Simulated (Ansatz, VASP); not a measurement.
**Two plane-wave programs on Ga3I2**

```
Ga I
1.0
     3.87034    2.23454    7.01095
    -3.87034    2.23454    7.01095
     0.00000   -4.46908    7.01095
Ga I
6 4
Direct
  0.96703 0.53297 0.75000
  0.75000 0.96703 0.53297
  0.53297 0.75000 0.96703
  0.03297 0.46703 0.25000
  0.25000 0.03297 0.46703
  0.46703 0.25000 0.03297
  0.89506 0.89506 0.89506
  0.60494 0.60494 0.60494
  0.10494 0.10494 0.10494
  0.39506 0.39506 0.39506
```

Alike in both runs: functional PBE; k mesh 3 × 3 × 3; occupations gaussian, width 0.1 eV; no spin polarisation.

Ansatz relaxed the structure, and its values are those at the end. VASP's run is a single point on that final structure, the one shown.

```csv
,VASP,Ansatz
version,VASP 6.6.1,Ansatz 0.2.0
potentials or method,"VASP PAW PBE potentials, release 64 (Ga_d, I), cutoff 520 eV","scalar-relativistic, plane waves, PAW"
valence electrons in the cell,106,146
```

VASP gave:

- gap on the k mesh at the Fermi level (eV): none
- pressure (GPa): -0.1
- rms of the force components (eV/Å): 0.005

**Question.** Estimate Ansatz's values.

**Answer.** gap on the k mesh at the Fermi level (eV): none; pressure (GPa): -0.1; rms of the force components (eV/Å): 0.004.

A gap of «none» marks a metal or a gap that the smearing closes. VASP's potentials hold 106 valence electrons a cell and Ansatz's 146, so a difference there can come from the potentials and not from the codes.

Spin-orbit coupling is off throughout.
